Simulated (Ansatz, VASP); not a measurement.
One calculation of Hf2S, two programs

```
Hf S
1.0
     3.36869    0.00000    0.00000
    -1.68434    2.91737    0.00000
     0.00000    0.00000   11.71597
Hf S
4 2
Cartesian
  1.6843 0.9725 10.5412
  0.0000 1.9449 4.6833
  1.6843 0.9725 7.0327
  0.0000 1.9449 1.1747
  0.0000 0.0000 8.7870
  0.0000 0.0000 2.9290
```

Alike in both runs: functional r2SCAN; dispersion rVV10; k mesh 12 × 12 × 4; occupations gaussian, width 0.1 eV; no spin polarisation.

Ansatz relaxed the structure, and its values are those at the end. VASP's run is a single point on that final structure, the one shown.

```csv
,VASP,Ansatz
version,VASP 6.6.1,Ansatz 0.2.0
potentials or method,"VASP PAW PBE potentials, release 64 (Hf_pv, S), cutoff 520 eV","scalar-relativistic, plane waves, PAW"
valence electrons in the cell,52,116
```

|  | VASP | Ansatz | Ansatz less VASP |
| --- | --- | --- | --- |
| gap on the k mesh at the Fermi level (eV) | none | none | - |
| pressure (GPa) | -0.4 | 0.0 | +0.45 |
| rms of the force components (eV/Å) | 0.010 | 0.002 | -0.0077 |

VASP's potentials were made for PBE, not for r2SCAN. A gap of «none» marks a metal or a gap that the smearing closes. VASP's potentials hold 52 valence electrons a cell and Ansatz's 116, so a difference there can come from the potentials and not from the codes.

Spin-orbit coupling is off throughout.
